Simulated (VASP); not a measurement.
# Ti (Fd-3m) in VASP: further runs

Ti is run at these levels: PBE; tasks: relaxation of cell and atoms.

Everything below comes from runs of VASP 6.6.1. Logs are shortened: lines on timing, memory, paths and dates and some standing lists are left out, and cuts for length are marked.

## Step 1: The cell of the first run

Symmetry: Fd-3m, No. 227, cubic system. The conventional cell has a = 4.166 Å, b = 4.166 Å, c = 4.166 Å, α = 90.00°, β = 90.00°, γ = 90.00°. Ti (site symmetry -43m) has 4 Ti at 1.80 Å within 2.4 Å.

This isn't the form of Ti at room conditions, which is hcp.

## Step 2: Relaxation of cell and atoms, PBE, target pressure 230 GPa, at which the enthalpy is minimised

INCAR reads:

```
SYSTEM = Ti
PREC = Accurate
ENCUT = 600
EDIFF = 1E-7
ISMEAR = -1
SIGMA = 0.08
LREAL = .False.
LASPH = .True.
NELM = 60
ALGO = Normal
ISIF = 3
LWAVE = .False.
LCHARG = .False.
GGA = PE
IBRION = 2
NSW = 60
EDIFFG = -0.005
PSTRESS = 2300.0
```

KPOINTS reads:

```
regular mesh
0
Gamma
  15 15 15
  0 0 0
```

POSCAR reads:

```
Ti
1.0
    0.0000000000      2.0831096230      2.0831096230
    2.0831096230      0.0000000000      2.0831096230
    2.0831096230      2.0831096230      0.0000000000
Ti
2
Direct
   -0.1250000000     -0.1250000000     -0.1250000000
    0.1250000000      0.1250000000      0.1250000000
```

Potentials or basis: VASP PAW PBE potentials, release 64 (Ti_sv).

The run is started by

```sh
$ cat potpaw_PBE.64/Ti_sv/POTCAR > POTCAR
$ mpirun -np 1 vasp_std > vasp.out
```

OUTCAR:

```text
SYSTEM = Ti
   PREC = Accurate
   ENCUT = 600
   EDIFF = 1E-7
   ISMEAR = -1
   LREAL = .False.
   LASPH = .True.
   NELM = 60
   ISIF = 3
   GGA = PE
   IBRION = 2
   NSW = 60
   EDIFFG = -0.005
   PSTRESS = 2300.0

 ion  position               nearest neighbor table
   1  0.875  0.875  0.875-   2 1.80   2 1.80   2 1.80   2 1.80
   2  0.125  0.125  0.125-   1 1.80   1 1.80   1 1.80   1 1.80

  LATTYP: Found a face centered cubic cell.
 ALAT       =     4.1662192460

  Lattice vectors:

 A1 = (   0.0000000000,   2.0831096230,   2.0831096230)
 A2 = (   2.0831096230,   0.0000000000,   2.0831096230)
 A3 = (   2.0831096230,   2.0831096230,   0.0000000000)

Analysis of symmetry for initial positions (statically):
=====================================================================
 Subroutine PRICEL returns:
 Original cell was already a primitive cell.

 Routine SETGRP: Setting up the symmetry group for a
 face centered cubic supercell.

 Subroutine GETGRP returns: Found 48 space group operations
 (whereof 12 operations were pure point group operations)
 out of a pool of 48 trial point group operations.

The static configuration has the point symmetry D_3d.
 The point group associated with its full space group is O_h .

Analysis of symmetry for dynamics (positions and initial velocities):
=====================================================================
 Subroutine PRICEL returns:
 Original cell was already a primitive cell.

 Routine SETGRP: Setting up the symmetry group for a
 face centered cubic supercell.

 Subroutine GETGRP returns: Found 48 space group operations
 (whereof 12 operations were pure point group operations)
 out of a pool of 48 trial point group operations.

The dynamic configuration has the point symmetry D_3d.
 The point group associated with its full space group is O_h .

 Subroutine INISYM returns: Found 48 space group operations
 (whereof 12 operations are pure point group operations),
 and found     1 'primitive' translations

----------------------------------------------------------------------------------------

                                     Primitive cell

  volume of cell :      18.0787

  direct lattice vectors                    reciprocal lattice vectors
     0.000000000  2.083109623  2.083109623    -0.240025774  0.240025774  0.240025774
     2.083109623  0.000000000  2.083109623     0.240025774 -0.240025774  0.240025774
     2.083109623  2.083109623  0.000000000     0.240025774  0.240025774 -0.240025774

  length of vectors
     2.945961881  2.945961881  2.945961881     0.415736836  0.415736836  0.415736836

  position of ions in fractional coordinates (direct lattice)
     0.875000000  0.875000000  0.875000000
     0.125000000  0.125000000  0.125000000

  ion indices of the primitive-cell ions
   primitive index   ion index
                 1           1
                 2           2

----------------------------------------------------------------------------------------

 KPOINTS: regular mesh

Automatic generation of k-mesh.
 Grid dimensions read from file:
 generate k-points for:   15   15   15

 Generating k-lattice:

  Cartesian coordinates                     Fractional coordinates (reciprocal lattice)
    -0.016001718  0.016001718  0.016001718     0.066666667  0.000000000  0.000000000
     0.016001718 -0.016001718  0.016001718     0.000000000  0.066666667  0.000000000
     0.016001718  0.016001718 -0.016001718     0.000000000  0.000000000  0.066666667

  Length of vectors
     0.027715789  0.027715789  0.027715789

  Shift w.r.t. Gamma in fractional coordinates (k-lattice)
     0.000000000  0.000000000  0.000000000

 Subroutine IBZKPT returns following result:
 ===========================================

 Found    120 irreducible k-points:

 Following reciprocal coordinates:
            Coordinates               Weight
  0.000000  0.000000  0.000000      1.000000
  0.066667  0.000000  0.000000      8.000000
  0.133333  0.000000  0.000000      8.000000
  0.200000  0.000000  0.000000      8.000000
  0.266667  0.000000  0.000000      8.000000
  0.333333  0.000000  0.000000      8.000000
[... 16 lines left out ...]
  0.133333  0.133333  0.000000      6.000000
  0.200000  0.133333  0.000000     24.000000
 [... further k-points ...]
   k-points           NKPTS =    120   k-points in BZ     NKDIM =    120   number of bands    NBANDS=     16
   number of dos      NEDOS =    301   number of ions     NIONS =      2
   total plane-waves  NPLWV =  13824
   dimension x,y,z NGX =    24 NGY =   24 NGZ =   24
   dimension x,y,z NGXF=    48 NGYF=   48 NGZF=   48
   ions per type =               2
   NGX,Y,Z   is equivalent  to a cutoff of  13.54, 13.54, 13.54 a.u.
   NGXF,Y,Z  is equivalent  to a cutoff of  27.09, 27.09, 27.09 a.u.
 SYSTEM =  Ti
   PREC   = accura    normal or accurate (medium, high low for compatibility)
   ISTART =      0    job   : 0-new  1-cont  2-samecut
   ICHARG =      2    charge: 1-file 2-atom 10-const
   ISPIN  =      1    spin polarized calculation?
   LNONCOLLINEAR =      F non collinear calculations
   LSORBIT =      F    spin-orbit coupling
   LASPH  =      T    aspherical Exc in radial PAW
   ENCUT  =  600.0 eV  44.10 Ry    6.64 a.u.   5.88  5.88  5.88*2*pi/ulx,y,z
   NELM   =     60;   NELMIN=  2; NELMDL= -5     # of ELM steps
   EDIFF  = 0.1E-06   stopping-criterion for ELM
   LREAL  =      F    real-space projection
   EDIFFG = -.5E-02   stopping-criterion for IOM
   NSW    =     60    number of steps for IOM
   IBRION =      2    ionic relax: 0-MD 1-quasi-New 2-CG
   NFREE  =      1    steps in history (QN), initial steepest desc. (CG)
   ISIF   =      3    stress and relaxation
   ISYM   =      2    0-nonsym 1-usesym 2-fastsym
   POTIM  = 0.5000    time-step for ionic-motion
   TEBEG  =    0.0;   TEEND  =   0.0 temperature during run
   PSTRESS= 2300.0 pullay stress
   NELECT =      24.0000    total number of electrons
   NUPDOWN=      -1.0000    fix difference up-down
   EMIN   =  10.00;   EMAX   =-10.00  energy-range for DOS
   EFERMI =   0.00;   METHOD = LEGACY
   ISMEAR =    -1;   SIGMA  =   0.08  broadening in eV -4-tet -1-fermi 0-gaus
   EFERMI_NEDOS =   21; number of points for ismear=-14 and -15
   IALGO  =     38    algorithm
   IMIX   =      4    mixing-type and parameters
     AMIX     =   0.40;   BMIX     =  1.00
     AMIX_MAG =   1.60;   BMIX_MAG =  1.00
  volume/ion in A,a.u.               =       9.04        61.00
  Fermi-wavevector in a.u.,A,eV,Ry     =   1.799243  3.400076 44.045799  3.237275
  Thomas-Fermi vector in A             =   2.860216
   LORBIT       =      0    0 simple, 1 ext, 2 COOP (PROOUT), +10 PAW based schemes
   GGA     = PE    functional components
   LHFCALC =     F    Hartree Fock is set to
   AEXX    =    0.0000 exact exchange contribution
   IVDW    =     0    specifies the selected vdW correction
   LEPSILON=     F    determine dielectric tensor
   LRPA    =     F    only Hartree local field effects (RPA)
 conjugate gradient relaxation of ions
 non-spin polarized calculation
  energy-cutoff  :      600.00
  volume of cell :       18.08
 maximum number of plane-waves:       620
   NGX = 11   NGY = 11   NGZ = 11

--------------------------------------- Ionic step        1  -------------------------------------------

 number of electron      23.9999991 magnetization

 Free energy of the ion-electron system (eV)
  ---------------------------------------------------
  ext. energy  EPLUGINS =         0.00000000
  ---------------------------------------------------
  free energy    TOTEN  =        -2.59471428 eV

  energy without entropy =       -2.55725241  energy(sigma->0) =       -2.57598335

------------------------ aborting loop because EDIFF is reached ----------------------------------------

  FORCE on cell =-STRESS in cart. coord.  units (eV):
  Direction    XX          YY          ZZ          XY          YZ          ZX
  --------------------------------------------------------------------------------------
  -------------------------------------------------------------------------------------
  Total       29.7421689     29.7421689     29.7421689     -0.0000000      0.0000000     -0.0000000
  in kB     2635.8266640   2635.8266640   2635.8266640     -0.0000000      0.0000000     -0.0000000
  external PRESSURE =     335.8266640 kB  Pullay stress =    2300.0000000 kB
[... 93 lines left out ...]
  FREE ENERGIE OF THE ION-ELECTRON SYSTEM (eV)
  ---------------------------------------------------
  free  energy   TOTEN  =        -3.6786341768 eV

  energy  without entropy=       -3.6383323904  energy(sigma->0) =       -3.65848328

  enthalpy is  TOTEN    =        23.2953532152 eV   P V=       26.9739873921

[... ionic steps 4 to 12 ...]

--------------------------------------- Ionic step       13  -------------------------------------------

 number of electron      23.9999998 magnetization

------------------------ aborting loop because EDIFF is reached ----------------------------------------

  FORCE on cell =-STRESS in cart. coord.  units (eV):
  Direction    XX          YY          ZZ          XY          YZ          ZX
  --------------------------------------------------------------------------------------
  -------------------------------------------------------------------------------------
  Total       26.8730561     26.8730561     26.8730561      0.0000000      0.0000000     -0.0000000
  in kB     2302.4300464   2302.4300464   2302.4300464      0.0000000      0.0000000     -0.0000000
  external PRESSURE =       2.4300464 kB  Pullay stress =    2300.0000000 kB
[... 61 lines left out ...]
  enthalpy is  TOTEN    =        23.2942224533 eV   P V=       26.8475089056

--------------------------------------- Ionic step       15  -------------------------------------------

 number of electron      23.9999998 magnetization

 Free energy of the ion-electron system (eV)
  ---------------------------------------------------
  ext. energy  EPLUGINS =         0.00000000
  ---------------------------------------------------
  free energy    TOTEN  =        -3.55891815 eV

  energy without entropy =       -3.51896856  energy(sigma->0) =       -3.53894335

 E-fermi :  16.9071     XC(G=0): -14.4413

 val. band max:       16.9049554209   @ k =   0.4000   0.2667   0.0000
 cond. band min:      16.9130911145   @ k =  -0.1333   0.1333   0.0000
 fundamental gap:      0.0081356936
 Fermi energy:        16.9071112493

 k-point     1 :       0.0000    0.0000    0.0000
  band No.  band energies     occupation
      1     -42.4970      2.00000
      2     -36.3364      2.00000
      3     -18.3790      2.00000
      4     -18.3790      2.00000
      5     -18.3790      2.00000
      6     -14.0552      2.00000
[... 8 lines left out ...]
     15      21.4411      0.00000
     16      21.4411      0.00000
[... 420 lines left out ...]
  band No.  band energies     occupation
      1     -42.1408      2.00000
      2     -36.9157      2.00000
      3     -18.8659      2.00000
      4     -18.8576      2.00000
      5     -17.9451      2.00000
      6     -14.2766      2.00000
[... 8 lines left out ...]
     15      19.6667      0.00000
     16      21.1054      0.00000

 [... further k-points ...]

------------------------ aborting loop because EDIFF is reached ----------------------------------------

  FORCE on cell =-STRESS in cart. coord.  units (eV):
  Direction    XX          YY          ZZ          XY          YZ          ZX
  --------------------------------------------------------------------------------------
  -------------------------------------------------------------------------------------
  Total       26.8463110     26.8463110     26.8463110     -0.0000000      0.0000000      0.0000000
  in kB     2299.4150698   2299.4150698   2299.4150698     -0.0000000      0.0000000      0.0000000
  external PRESSURE =      -0.5849302 kB  Pullay stress =    2300.0000000 kB
[... 17 lines left out ...]
  FREE ENERGIE OF THE ION-ELECTRON SYSTEM (eV)
  ---------------------------------------------------
  free  energy   TOTEN  =        -3.5589181466 eV

  energy  without entropy=       -3.5189685586  energy(sigma->0) =       -3.53894335

  enthalpy is  TOTEN    =        23.2942220417 eV   P V=       26.8531401883

 reached required accuracy - stopping structural energy minimisation
```

Wall time 3.7 min (1 thread of Intel Xeon 8259CL, shared host); peak memory 0.17 GiB.

Results:

- Free energy: -3.5589 eV
- Relaxed volume: 9.35 Å³/atom
- Relaxed cell: a = 2.980 Å, b = 2.980 Å, c = 2.980 Å, α = 60.00°, β = 60.00°, γ = 60.00°
- Space group after relaxing (to 0.1 Å): Fd-3m (No. 227)
- Energy change on relaxing (the run minimises the enthalpy): -482.1 meV/atom
- Ionic steps: 15
- Pressure after relaxing: 229.9 GPa
- Band gap on the k mesh: zero (bands 12 and 13 overlap by 3.34 eV)

Step by step:
| step | energy change (eV) | largest force (eV/Å) | pressure (GPa) | volume (Å³) |
| --- | --- | --- | --- | --- |
| 1 | 0.0000 | 0.0000 | 263.58 | 18.08 |
| 2 | -5.3247 | 0.0000 | 86.99 | 23.50 |
| 3 | -1.0839 | 0.0000 | 225.82 | 18.79 |
| 4 | -0.9667 | 0.0000 | 229.83 | 18.71 |
| 5 | -0.9485 | 0.0000 | 230.44 | 18.69 |
| 6 | -0.9496 | 0.0000 | 230.44 | 18.70 |
| 7 | -0.9530 | 0.0000 | 230.38 | 18.70 |
| 8 | -0.9530 | 0.0000 | 230.33 | 18.70 |
| 9 | -0.9531 | 0.0000 | 230.31 | 18.70 |
| 10 | -0.9533 | 0.0000 | 230.31 | 18.70 |
| 11 | -0.9536 | 0.0000 | 230.30 | 18.70 |
| 12 | -0.9543 | 0.0000 | 230.27 | 18.70 |
| 13 | -0.9558 | 0.0000 | 230.24 | 18.70 |
| 14 | -0.9586 | 0.0000 | 230.17 | 18.70 |
| 15 | -0.9642 | 0.0000 | 229.94 | 18.71 |

Final structure:
```yaml
crystal:
  lattice:
    - [0.00000, 2.10693, 2.10693]
    - [2.10693, 0.00000, 2.10693]
    - [2.10693, 2.10693, 0.00000]
  atoms:
    - { symbol: Ti, position: [0.87500, 0.87500, 0.87500] }
    - { symbol: Ti, position: [0.12500, 0.12500, 0.12500] }
```

Caveat: the cell is relaxed towards a set pressure, so the run minimises the enthalpy, not the energy; atoms lie so close that the PAW spheres overlap strongly, which falsifies energies and pressures.

## Step 3: Relaxation of cell and atoms, PBE, target pressure 230 GPa, at which the enthalpy is minimised

INCAR reads:

```
SYSTEM = Ti
PREC = Accurate
ENCUT = 600
EDIFF = 1E-6
ISMEAR = -1
SIGMA = 0.08
LREAL = .FALSE.
LASPH = .TRUE.
NELM = 100
ALGO = Normal
ISIF = 3
LWAVE = .FALSE.
LCHARG = .FALSE.
GGA = PE
IBRION = 2
NSW = 32
EDIFFG = -0.005
PSTRESS = 2300.0
```

KPOINTS reads:

```
Automatic mesh
0
G
  15 15 15
  0 0 0
```

POSCAR reads:

```
Ti
1.0
    0.0000000000      2.0835076655      2.0835076655
    2.0835076655      0.0000000000      2.0835076655
    2.0835076655      2.0835076655      0.0000000000
Ti
2
Direct
   -0.1250000000     -0.1250000000     -0.1250000000
    0.1250000000      0.1250000000      0.1250000000
```

Potentials or basis: VASP PAW PBE potentials, release 64 (Ti_sv).

The run is started by

```sh
$ cat potpaw_PBE.64/Ti_sv/POTCAR > POTCAR
$ mpirun -np 1 vasp_std > vasp.out
```

Wall time 2.9 min (1 thread of Intel Xeon 8259CL, shared host); peak memory 0.17 GiB.

Results (log left out):

```yaml
Free_energy: -3.5634 eV
Relaxed_volume: 9.35 Å³/atom
Relaxed_cell: a = 2.980 Å, b = 2.980 Å, c = 2.980 Å, α = 60.00°, β = 60.00°, γ = 60.00°
Space_group_after_relaxing_to_0.1_Å: Fd-3m (No. 227)
Energy_change_on_relaxing_the_run_minimises_the_enthalpy: -475.8 meV/atom
Ionic_steps: 17
Pressure_after_relaxing: 229.9 GPa
Band_gap_on_the_k_mesh: zero (bands 12 and 13 overlap by 3.34 eV)
```

The path:
```
step  energy change (eV)  largest force (eV/Å)  pressure (GPa)  volume (Å³)
   1              0.0000                0.0000          263.05        18.09
   2             -5.2658                0.0000           88.25        23.43
   3             -1.0644                0.0000          225.96        18.79
   4             -0.9512                0.0000          229.66        18.71
   5             -0.9332                0.0000          230.33        18.70
   6             -0.9338                0.0000          230.39        18.70
   7             -0.9357                0.0000          230.34        18.70
   8             -0.9358                0.0000          230.34        18.70
   9             -0.9358                0.0000          230.34        18.70
  10             -0.9358                0.0000          230.32        18.70
  11             -0.9360                0.0000          230.31        18.70
  12             -0.9362                0.0000          230.31        18.70
  13             -0.9367                0.0000          230.30        18.70
  14             -0.9377                0.0000          230.28        18.70
  15             -0.9397                0.0000          230.21        18.70
  16             -0.9437                0.0000          230.10        18.70
  17             -0.9516                0.0000          229.94        18.71
```

Final structure:
```yaml
crystal:
  lattice:
    - [0.00000, 2.10704, 2.10704]
    - [2.10704, 0.00000, 2.10704]
    - [2.10704, 2.10704, 0.00000]
  atoms:
    - { symbol: Ti, position: [0.87500, 0.87500, 0.87500] }
    - { symbol: Ti, position: [0.12500, 0.12500, 0.12500] }
```

Levels at points of the mesh, in eV from the Fermi level:
```
           k point  band 8  band 9  band 10  band 11  band 12  band 13  band 14  band 15  band 16
(0.00, 0.00, 0.00)  -30.96   -6.51    -3.79    -3.79    -0.39    -0.39    -0.39     4.53     4.53
```

Caveat: the cell is relaxed towards a set pressure, so the run minimises the enthalpy, not the energy; atoms lie so close that the PAW spheres overlap strongly, which falsifies energies and pressures.
